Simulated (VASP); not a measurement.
The system is Tl2Hg.

```xyz
6
Lattice="0.0000 4.3791 4.3791 4.3791 0.0000 4.3791 4.3791 4.3791 0.0000" Properties=species:S:1:pos:R:3 pbc="T T T"
Tl    5.4739    5.4739    5.4739
Tl    5.4739    3.2843    3.2843
Tl    3.2843    3.2843    5.4739
Tl    3.2843    5.4739    3.2843
Hg    0.0000    0.0000    0.0000
Hg    2.1896    2.1896    2.1896
```

* Program: VASP 6.6.1
* Task: relaxation of cell and atoms
* Functional: PBE
* Potentials or basis: VASP PAW PBE potentials, release 64 (Tl_d, Hg_sv_GW)
* Cutoff: 550 eV
* k mesh: 4 × 4 × 4
* Occupations: gaussian, width 0.1 eV
* Spin: no spin polarisation

At the start: pressure 5.3 GPa; volume 27.99 Å³/atom.

Q: How do energy, volume and symmetry change on relaxing?

A: Over 3 steps the energy falls by 64.9 meV/atom and the volume is 32.66 Å³/atom (+16.7 %); space group Fd-3m (No. 227, to 0.1 Å) before and after.

Step by step:
```csv
step,energy change (eV),largest force (eV/Å),pressure (GPa),volume (Å³)
1,0.0000,0.0000,5.30,167.95
2,-0.3833,0.0000,0.51,191.50
3,-0.3895,0.0000,-0.05,195.96
```

Final structure:
```
Tl Hg
1.0
     0.00000    4.61013    4.61013
     4.61013    0.00000    4.61013
     4.61013    4.61013    0.00000
Tl Hg
4 2
Direct
  0.62500 0.62500 0.62500
  0.12500 0.62500 0.62500
  0.62500 0.62500 0.12500
  0.62500 0.12500 0.62500
  0.00000 0.00000 0.00000
  0.25000 0.25000 0.25000
```

Caveat: the volume moved by over 15 % at a fixed basis, so the end points are rough.
